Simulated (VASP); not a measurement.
A run of VASP 6.6.1:

Contents of INCAR:

```
SYSTEM = NiO2
PREC     = Accurate       ! precision mode
ENCUT    = 700            ! plane-wave cutoff, eV
EDIFF    = 1E-6           ! SCF threshold, eV
ISMEAR   = 0              ! smearing method
SIGMA    = 0.05           ! smearing width, eV
LREAL    = .FALSE.        ! projectors in reciprocal space
LASPH    = .TRUE.         ! aspherical terms in the spheres
NELM     = 120            ! most SCF steps
ALGO     = Normal         ! electronic algorithm
ISIF     = 2              ! what is computed and relaxed
LWAVE    = .FALSE.        ! write WAVECAR
LCHARG   = .TRUE.         ! write CHGCAR
GGA      = PS             ! functional
LELF     = .TRUE.         ! ELF
LVHAR    = .TRUE.       
NBANDS   = 22             ! bands
GGA_COMPAT= .FALSE.
```

KPOINTS

```
Automatic mesh
0
G
  12 12 6
  0 0 0
```

The input POSCAR:

```
NiO2
1.0
    2.8221285779      0.0000000000      0.0000000000
   -1.4110642890      2.4440350412      0.0000000000
    0.0000000000      0.0000000000      4.8391038725
Ni O
1 2
Direct
    0.0000000000      0.0000000000      0.5000000000
    0.6666666667      0.3333333333      0.6750910825
    0.3333333333      0.6666666667      0.3249089175
```

Potentials or basis: VASP PAW PBE potentials, release 64 (Ni_sv_GW, O).

Run with:

```console
$ cat potpaw_PBE.64/Ni_sv_GW/POTCAR potpaw_PBE.64/O/POTCAR > POTCAR
$ mpirun -np 1 vasp_std > vasp.out
```

Hardware: 1 thread of Intel(R) Xeon(R) 6975P-C (Granite Rapids), on a shared host.

Task: How long does it take, and how much memory?

Result: It took 93 s on 1 thread of Intel(R) Xeon(R) 6975P-C (Granite Rapids), with other jobs on the host, peak memory 0.26 GiB. Counts: scf iterations 15, k points 100.
